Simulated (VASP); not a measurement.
Input of a VASP 6.6.1 run:

Contents of INCAR:

```
PREC = Accurate ; ENCUT = 520
EDIFF = 1E-6 ; ISMEAR = -1
SIGMA = 0.08 ; LREAL = F
LASPH = T ; NELM = 80
ALGO = Normal ; ISIF = 2
LWAVE = F ; LCHARG = F
GGA = PS ; NBANDS = 16
```

The input KPOINTS:

```
Automatic mesh
0
Gamma
  15 15 8
```

The input POSCAR:

```
SiC
1.0
    3.0963696491      0.0000000000      0.0000000000
   -1.5481848246      2.6815347757      0.0000000000
    0.0000000000      0.0000000000      5.0814314379
Si C
2 2
Direct
    0.3333333333      0.6666666667      0.0000000000
    0.6666666667      0.3333333333      0.5000000000
    0.3333333333      0.6666666667      0.3850000000
    0.6666666667      0.3333333333      0.8850000000
```

Potentials or basis: VASP PAW PBE potentials, release 64 (Si, C).

Run with:

```console
$ cat potpaw_PBE.64/Si/POTCAR potpaw_PBE.64/C/POTCAR > POTCAR
$ mpirun -np 1 vasp_std > vasp.out
```

Question: What does it give for the pressure?

Answer: -3.7 GPa.

Question: Estimate the band gap on the k mesh.

Answer: 2.20 eV, indirect (least direct gap 3.93 eV).

Stress tensor (GPa, compression positive):
```
-2.27  0.00  0.00
 0.00 -2.27  0.00
 0.00  0.00 -6.43
```

Caveat: the PAW data sets were made with another functional, which shifts forces and pressure a little. A k mesh can miss the band edges.
